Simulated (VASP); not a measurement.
Here is a VASP 6.6.1 calculation.

INCAR

```
  ALGO = Normal
  EDIFF = 1E-6
  ENCUT = 600
  GGA = PE
  GGA_COMPAT = False
  ISIF = 2
  ISMEAR = 0
  LASPH = True
  LCHARG = False
  LREAL = False
  LWAVE = False
  NBANDS = 20
  NELM = 120
  PREC = Accurate
  SIGMA = 0.1
```

The input KPOINTS:

```
k-points
0
Gamma
  3 3 2
```

Contents of POSCAR:

```
Ta2N
1.0
    3.1128615060      0.0000000000      0.0000000000
   -1.5564307530      2.6958171426      0.0000000000
    0.0000000000      0.0000000000      4.8698410000
Ta N
2 1
Direct
    0.6666666667      0.3333333333      0.7452890000
    0.3333333333      0.6666666667      0.2547110000
    0.0000000000      0.0000000000      0.0000000000
```

Potentials or basis: VASP PAW PBE potentials, release 64 (Ta_pv, N).

Run with:

```console
$ cat potpaw_PBE.64/Ta_pv/POTCAR potpaw_PBE.64/N/POTCAR > POTCAR
$ mpirun -np 1 vasp_std > vasp.out
```

Task: What does it give for the largest force?

Result: 1.680 eV/Å.

Task: Estimate the pressure.

Result: 2.3 GPa.

Forces in eV/Å, atoms in the order of the input:
```
Ta   0.000  0.000 -1.680
Ta   0.000  0.000  1.680
N    0.000  0.000  0.000
```

Caveat: the k points lie up to 0.78 Å⁻¹ apart; forces of over 1 eV/Å act on the atoms, so gaps and moduli don't describe the material at rest.
